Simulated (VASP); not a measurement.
# O (C2/m) in VASP: further runs, part 2 of 2

VASP 6.6.1.

**5. Single point, PBE+D3(BJ), collinear spin, ferromagnetic start (19.99 Å³/atom)**

This run uses another cell than the first one, of 19.99 Å³/atom.

The input, INCAR:

```
SYSTEM = O
PREC     = Accurate       ! precision mode
ENCUT    = 520            ! plane-wave cutoff, eV
EDIFF    = 1E-6           ! SCF threshold, eV
ISMEAR   = 0              ! smearing method
SIGMA    = 0.02           ! smearing width, eV
LREAL    = .False.        ! projectors in reciprocal space
LASPH    = .True.         ! aspherical terms in the spheres
NELM     = 150            ! most SCF steps
ALGO     = Normal         ! electronic algorithm
ISIF     = 2              ! what is computed and relaxed
LWAVE    = .False.        ! write WAVECAR
LCHARG   = .True.         ! write CHGCAR
ISPIN    = 2              ! spin polarisation
MAGMOM   = 0.61 0.61      ! initial moments
LORBIT   = 11             ! projections on sites
GGA      = PE             ! functional
IVDW     = 12             ! dispersion correction
LELF     = .True.         ! ELF
LVHAR    = .True.       
NBANDS   = 17             ! bands
```

The input, KPOINTS:

```
regular mesh
0
Gamma
  10 10 8
  0 0 0
```

The input, POSCAR:

```
O
1.0
    3.0258476814     -1.7578574411     -0.0153259649
    3.0258476814      1.7578574411     -0.0153259649
   -2.5593858563      0.0000000000      3.7706055942
O
2
Direct
    0.0204914646      0.0204914646      0.1471129957
    0.9795085354      0.9795085354      0.8528870043
```

Potentials or basis: VASP PAW PBE potentials, release 64 (O).

Run with:

```console
$ cat potpaw_PBE.64/O/POTCAR > POTCAR
$ mpirun -np 1 vasp_std > vasp.out
```

OUTCAR:

```text
SYSTEM = O
   PREC = Accurate
   ENCUT = 520
   EDIFF = 1E-6
   ISMEAR = 0
   LREAL = .False.
   LASPH = .True.
   NELM = 150
   ISIF = 2
   ISPIN = 2
   LORBIT = 11
   GGA = PE
   IVDW = 12
 IVDW          = 12

 ion  position               nearest neighbor table
   1  0.020  0.020  0.147-   2 1.22
   2  0.980  0.980  0.853-   1 1.22

  LATTYP: Found a base centered monoclinic cell.
 ALAT       =     6.0517729885
 B/A-ratio  =     0.5809396501
 C/A-ratio  =     0.7530328095
 COS(beta)  =    -0.5657992249

  Lattice vectors:

 A1 = (   3.0258476814,  -1.7578574411,  -0.0153259649)
 A2 = (   3.0258476814,   1.7578574411,  -0.0153259649)
 A3 = (  -2.5593858563,   0.0000000000,   3.7706055942)

Analysis of symmetry for initial positions (statically):
=====================================================================
 Subroutine PRICEL returns:
 Original cell was already a primitive cell.

 Routine SETGRP: Setting up the symmetry group for a
 base centered monoclinic supercell.

 Subroutine GETGRP returns: Found  4 space group operations
 (whereof  4 operations were pure point group operations)
 out of a pool of  4 trial point group operations.

The static configuration has the point symmetry C_2h.

Analysis of symmetry for dynamics (positions and initial velocities):
=====================================================================
 Subroutine PRICEL returns:
 Original cell was already a primitive cell.

 Routine SETGRP: Setting up the symmetry group for a
 base centered monoclinic supercell.

 Subroutine GETGRP returns: Found  4 space group operations
 (whereof  4 operations were pure point group operations)
 out of a pool of  4 trial point group operations.

The dynamic configuration has the point symmetry C_2h.

Analysis of structural, dynamic, and magnetic symmetry:
=====================================================================
 Subroutine PRICEL returns:
[... 152 lines left out ...]
  ext. energy  EPLUGINS =         0.00000000
  ---------------------------------------------------
  free energy    TOTEN  =        -9.88521104 eV

  energy without entropy =       -9.88521104  energy(sigma->0) =       -9.88521104

 E-fermi :  -2.8033     XC(G=0):  -6.7835

 val. band max:       -3.0038218738   @ k =   0.5000   0.5000   0.0000
 cond. band min:      -1.4397714468   @ k =   0.5000   0.0000   0.5000
 fundamental gap:      1.5640504270
 Fermi energy:        -2.8033474415

 spin component 1

 k-point     1 :       0.0000    0.0000    0.0000
  band No.  band energies     occupation
      1     -29.3075      1.00000
      2     -16.8457      1.00000
      3     -10.2785      1.00000
      4      -9.5472      1.00000
      5      -9.5282      1.00000
      6      -3.4027      1.00000
[... 459 lines left out ...]
      6      -3.2200      1.00000
[... 9 lines left out ...]
     16      20.3543      0.00000
     17      21.0624      0.00000

 [... further k-points ...]

 spin component 2

 k-point     1 :       0.0000    0.0000    0.0000
  band No.  band energies     occupation
      1     -28.1058      1.00000
      2     -15.0287      1.00000
      3      -9.4324      1.00000
      4      -7.6093      1.00000
      5      -7.5933      1.00000
      6      -1.1118      0.00000
[... 459 lines left out ...]
      6      -0.8969      0.00000
[... 9 lines left out ...]
     16      20.7721      0.00000
     17      21.4559      0.00000

 [... further k-points ...]

------------------------ aborting loop because EDIFF is reached ----------------------------------------

 Edisp (eV)   -0.07643

 E8    (eV) :    -0.0179

  FORCE on cell =-STRESS in cart. coord.  units (eV):
  Direction    XX          YY          ZZ          XY          YZ          ZX
  --------------------------------------------------------------------------------------
  -------------------------------------------------------------------------------------
  Total       0.20833    -0.02385     1.10260     0.00000     0.00000    -0.51490
  in kB       8.34995    -0.95602    44.19302     0.00000     0.00000   -20.63737
  external pressure =       17.20 kB  Pullay stress =        0.00 kB

 VOLUME and BASIS-vectors are now :
 -----------------------------------------------------------------------------
  energy-cutoff  :      520.00
  volume of cell :       39.97
      direct lattice vectors                 reciprocal lattice vectors
     3.025847681 -1.757857441 -0.015325965     0.165813016 -0.284437172  0.112549424
     3.025847681  1.757857441 -0.015325965     0.165813016  0.284437172  0.112549424
    -2.559385856  0.000000000  3.770605594     0.001347924  0.000000000  0.266124322

 POSITION                                       TOTAL-FORCE (eV/Angst)
 -----------------------------------------------------------------------------------
     -0.25251      0.00000      0.55408        -0.477597      0.000000      1.053284
      3.74482      0.00000      3.18588         0.477597      0.000000     -1.053284
 -----------------------------------------------------------------------------------
    total drift:                               -0.000000      0.000000      0.000000

  FREE ENERGIE OF THE ION-ELECTRON SYSTEM (eV)
  ---------------------------------------------------
  free  energy   TOTEN  =        -9.9616445484 eV

  energy  without entropy=       -9.9616445484  energy(sigma->0) =       -9.96164455

 total charge

# of ion       s       p       d       tot
------------------------------------------
    1        1.612   3.300   0.000   4.912
    2        1.612   3.300   0.000   4.912
--------------------------------------------------
tot          3.224   6.599   0.000   9.823

 magnetization (x)

# of ion       s       p       d       tot
------------------------------------------
    1        0.010   0.799   0.000   0.809
    2        0.010   0.799   0.000   0.809
--------------------------------------------------
tot          0.021   1.598   0.000   1.618
```

stdout:

```text
POSCAR found type information on POSCAR O
 POSCAR found :  1 types and       2 ions
 scaLAPACK will be used
 LDA part: xc-table for (Slater+PW92), standard interpolation
 POSCAR, INCAR and KPOINTS ok, starting setup
 FFT: planning ... GRIDC
 FFT: planning ... GRID_SOFT
 FFT: planning ... GRID
 WAVECAR not read
 entering main loop
```

It took 2.1 min on 1 thread of Intel Xeon 6975P-C (Granite Rapids), shared host; peak memory 0.33 GiB.

What came out:

| Property | Result |
| --- | --- |
| Free energy | -9.9616 eV |
| Pressure | 1.7 GPa |
| Largest force | 1.157 eV/Å |
| Band gap on the k mesh | 1.56 eV (least direct gap 1.76 eV) |
| Net moment | 2.00 μB per cell |
| Site moments | O +0.81 μB |
| Valence electrons inside the program's atomic spheres | O 4.91 |
| Dispersion energy per atom | -0.038 eV |

Forces on the atoms (eV/Å):
```
O   -0.478  0.000  1.053
O    0.478  0.000 -1.053
```

Levels at points of the mesh, in eV from the valence-band top:
Spin up:
```tsv
k point	band 3	band 4	band 5	band 6	band 7	band 8	band 9	band 10	band 11	band 12
(0.00, 0.00, 0.00)	-7.27	-6.54	-6.52	-0.40	-0.16	6.60	10.76	14.20	15.15	17.44
(0.50, 0.00, 0.00)	-7.26	-6.94	-6.62	-0.49	-0.13	9.63	10.80	10.94	14.44	14.90
(0.50, 0.50, 0.00)	-7.21	-6.79	-6.78	-0.17	0.00	10.02	10.62	11.20	11.75	14.08
(0.00, 0.00, 0.50)	-6.68	-6.62	-6.60	-0.22	-0.06	7.00	8.39	12.06	17.18	17.18
(0.50, 0.00, 0.50)	-7.11	-6.72	-6.69	-0.60	-0.20	8.54	10.48	12.05	13.06	15.70
(0.50, 0.50, 0.50)	-7.11	-6.83	-6.69	-0.44	-0.21	8.18	10.35	11.70	15.41	16.60
```
Spin down:
| k point | band 3 | band 4 | band 5 | band 6 | band 7 | band 8 |
| --- | --- | --- | --- | --- | --- | --- |
| (0.00, 0.00, 0.00) | -6.43 | -4.61 | -4.59 | 1.89 | 2.21 | 7.00 |
| (0.50, 0.00, 0.00) | -6.05 | -5.50 | -4.71 | 1.77 | 2.24 | 10.23 |
| (0.50, 0.50, 0.00) | -5.88 | -5.43 | -4.88 | 2.14 | 2.41 | 10.93 |
| (0.00, 0.00, 0.50) | -5.76 | -4.71 | -4.67 | 2.10 | 2.32 | 7.62 |
| (0.50, 0.00, 0.50) | -5.76 | -5.32 | -4.83 | 1.56 | 2.14 | 9.32 |
| (0.50, 0.50, 0.50) | -5.91 | -5.31 | -4.79 | 1.79 | 2.13 | 8.85 |

Caveat: the standard files for N, O and F lose accuracy on very short bonds; forces of over 1 eV/Å act on the atoms, so gaps and moduli don't describe the material at rest.

**6. Single point, PBE+D3(BJ), collinear spin, ferromagnetic start**

This run uses another cell than the first one, of 20.61 Å³/atom.

The input, INCAR:

```
PREC     = Accurate       # precision mode
ENCUT    = 520            # plane-wave cutoff, eV
EDIFF    = 1E-6           # SCF threshold, eV
ISMEAR   = 0              # smearing method
SIGMA    = 0.02           # smearing width, eV
LREAL    = False          # projectors in reciprocal space
LASPH    = True           # aspherical terms in the spheres
NELM     = 150            # most SCF steps
ALGO     = Normal         # electronic algorithm
ISIF     = 2              # what is computed and relaxed
LWAVE    = False          # write WAVECAR
LCHARG   = False          # write CHGCAR
ISPIN    = 2              # spin polarisation
MAGMOM   = 0.61 0.61      # initial moments
LORBIT   = 11             # projections on sites
GGA      = PE             # functional
IVDW     = 12             # dispersion correction
NBANDS   = 17             # bands
```

The input, KPOINTS:

```
regular mesh
0
Gamma
  10 10 8
```

The input, POSCAR:

```
O
1.0
    3.0600720827     -1.7887346169      0.0122753686
    3.0600720827      1.7887346169      0.0122753686
   -2.5540226286      0.0000000000      3.7541639776
O
2
Direct
    0.0204886948      0.0204886948      0.1475889247
    0.9795113052      0.9795113052      0.8524110753
```

Potentials or basis: VASP PAW PBE potentials, release 64 (O).

Run with:

```console
$ cat potpaw_PBE.64/O/POTCAR > POTCAR
$ mpirun -np 1 vasp_std > vasp.out
```

OUTCAR:

```text
PREC = Accurate
   ENCUT = 520
   EDIFF = 1E-6
   ISMEAR = 0
   LREAL = False
   LASPH = True
   NELM = 150
   ISIF = 2
   ISPIN = 2
   LORBIT = 11
   GGA = PE
   IVDW = 12
 IVDW          = 12

 ion  position               nearest neighbor table
   1  0.020  0.020  0.148-   2 1.22
   2  0.980  0.980  0.852-   1 1.22

  LATTYP: Found a base centered monoclinic cell.
 ALAT       =     6.1201934074
 B/A-ratio  =     0.5845353236
 C/A-ratio  =     0.7418998077
 COS(beta)  =    -0.5591681954

  Lattice vectors:

 A1 = (   3.0600720827,  -1.7887346169,   0.0122753686)
 A2 = (   3.0600720827,   1.7887346169,   0.0122753686)
 A3 = (  -2.5540226286,   0.0000000000,   3.7541639776)

Analysis of symmetry for initial positions (statically):
=====================================================================
 Subroutine PRICEL returns:
 Original cell was already a primitive cell.

 Routine SETGRP: Setting up the symmetry group for a
 base centered monoclinic supercell.
[... 681 lines left out ...]
      5      -7.7334      1.00000
      6      -1.2025      0.00000
[... 459 lines left out ...]
      6      -1.0116      0.00000
[... 9 lines left out ...]
     16      20.2543      0.00000
     17      20.9475      0.00000

 [... further k-points ...]

------------------------ aborting loop because EDIFF is reached ----------------------------------------

 Edisp (eV)   -0.07332

 E8    (eV) :    -0.0170

  FORCE on cell =-STRESS in cart. coord.  units (eV):
  Direction    XX          YY          ZZ          XY          YZ          ZX
  --------------------------------------------------------------------------------------
  -------------------------------------------------------------------------------------
  Total       0.18210    -0.05435     1.08669     0.00000     0.00000    -0.51953
  in kB       7.07962    -2.11303    42.24847     0.00000     0.00000   -20.19836
  external pressure =       15.74 kB  Pullay stress =        0.00 kB

 VOLUME and BASIS-vectors are now :
 -----------------------------------------------------------------------------
  energy-cutoff  :      520.00
  volume of cell :       41.21
      direct lattice vectors                 reciprocal lattice vectors
     3.060072083 -1.788734617  0.012275369     0.162950142 -0.279527212  0.110857797
     3.060072083  1.788734617  0.012275369     0.162950142  0.279527212  0.110857797
    -2.554022629  0.000000000  3.754163978    -0.001065629  0.000000000  0.265645924

 POSITION                                       TOTAL-FORCE (eV/Angst)
 -----------------------------------------------------------------------------------
     -0.25155      0.00000      0.55458        -0.478569      0.000000      1.049923
      3.81767      0.00000      3.22414         0.478569      0.000000     -1.049923
 -----------------------------------------------------------------------------------
    total drift:                                0.000000      0.000000     -0.000000

  FREE ENERGIE OF THE ION-ELECTRON SYSTEM (eV)
  ---------------------------------------------------
  free  energy   TOTEN  =        -9.9626762157 eV

  energy  without entropy=       -9.9626762157  energy(sigma->0) =       -9.96267622

 total charge

# of ion       s       p       d       tot
------------------------------------------
    1        1.612   3.299   0.000   4.911
    2        1.612   3.299   0.000   4.911
--------------------------------------------------
tot          3.224   6.598   0.000   9.822

 magnetization (x)

# of ion       s       p       d       tot
------------------------------------------
    1        0.010   0.799   0.000   0.809
    2        0.010   0.799   0.000   0.809
--------------------------------------------------
tot          0.021   1.597   0.000   1.618
```

stdout:

```text
POSCAR found type information on POSCAR O
 POSCAR found :  1 types and       2 ions
 scaLAPACK will be used
 LDA part: xc-table for (Slater+PW92), standard interpolation
 POSCAR, INCAR and KPOINTS ok, starting setup
 FFT: planning ... GRIDC
 FFT: planning ... GRID_SOFT
 FFT: planning ... GRID
 WAVECAR not read
 entering main loop
```

Wall time 2 min (1 thread of Intel Xeon 6975P-C (Granite Rapids), shared host); peak memory 0.33 GiB.

Results:

```
Free energy                                           : -9.9627 eV
Pressure                                              : 1.6 GPa
Largest force                                         : 1.154 eV/Å
Band gap on the k mesh                                : 1.60 eV (least direct gap 1.78 eV)
Net moment                                            : 2.00 μB per cell
Site moments                                          : O +0.81 μB
Valence electrons inside the program's atomic spheres : O 4.91
Dispersion energy per atom                            : -0.037 eV
```

Forces in eV/Å, atoms in the order of the input:
```
O   -0.479  0.000  1.050
O    0.479  0.000 -1.050
```

Caveat: the standard files for N, O and F lose accuracy on very short bonds; forces of over 1 eV/Å act on the atoms, so gaps and moduli don't describe the material at rest. A k mesh can miss the band edges.

**7. Summary**

| cell | gap on the mesh (eV) | pressure (GPa) | moment (μB) | largest force (eV/Å) |
| --- | --- | --- | --- | --- |
| a = 3.391, b = 3.391, c = 4.374 Å, angles 118.9, 118.9, 60.5°, 2 atoms, atomic positions A | 1.39 | 2.3 | 2.00 | 1.17 |
| a = 3.425, b = 3.425, c = 4.441 Å, angles 119.1, 119.1, 60.5°, 2 atoms, atomic positions B | 1.45 | 2.1 | 2.00 | 1.15 |
| a = 3.459, b = 3.459, c = 4.521 Å, angles 119.3, 119.3, 60.3°, 2 atoms, atomic positions C | 1.50 | 1.9 | 2.00 | 1.16 |
| a = 3.499, b = 3.499, c = 4.557 Å, angles 119.3, 119.3, 60.3°, 2 atoms, atomic positions D | 1.56 | 1.7 | 2.00 | 1.16 |
| a = 3.545, b = 3.545, c = 4.541 Å, angles 118.9, 118.9, 60.6°, 2 atoms, atomic positions E | 1.60 | 1.6 | 2.00 | 1.15 |

Alike in all rows: task single point; level PBE+D3(BJ); potentials or basis VASP PAW PBE potentials, release 64 (O); spin collinear, ferromagnetic start; k mesh 10 × 10 × 8; cutoff (eV) 520; smearing gaussian 0.02 eV.

Caveats: the standard files for N, O and F lose accuracy on very short bonds; forces of over 1 eV/Å act on the atoms, so gaps and moduli don't describe the material at rest; the stress differs along the axes, from 0 to 5 GPa (at least some runs).

Absolute energies hang on the potentials; compare differences alone.
